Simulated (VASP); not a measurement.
Input of a VASP 6.6.1 run:

File INCAR:

```
SYSTEM = Pd
ALGO = Normal
EDIFF = 1E-7
ENCUT = 520
GGA = PE
ISIF = 2
ISMEAR = -1
ISPIN = 2
LASPH = .TRUE.
LCHARG = .FALSE.
LMAXMIX = 4
LORBIT = 11
LREAL = .FALSE.
LWAVE = .FALSE.
MAGMOM = 0.5 -0.5
NBANDS = 21
NELM = 150
PREC = Accurate
SIGMA = 0.05
```

File KPOINTS:

```
k-points
0
G
  12 12 12
  0 0 0
```

POSCAR

```
Pd
1.0
    0.0000000000      2.6474260412      2.6474260412
    2.6474260412      0.0000000000      2.6474260412
    2.6474260412      2.6474260412      0.0000000000
Pd
2
Direct
    0.0000000000      0.0000000000      0.0000000000
    0.5000000000      0.5000000000      0.5000000000
```

Potentials or basis: VASP PAW PBE potentials, release 64 (Pd).

The run is started by

```bash
$ cat potpaw_PBE.64/Pd/POTCAR > POTCAR
$ mpirun -np 1 vasp_std > vasp.out
```

(1) Predict the net moment.

(2) Estimate the pressure.

(3) What does it give for the band gap on the k mesh?

## Answers

(1) 0.00 μB per cell.

(2) -4.3 GPa.

(3) zero (filled and empty bands overlap).
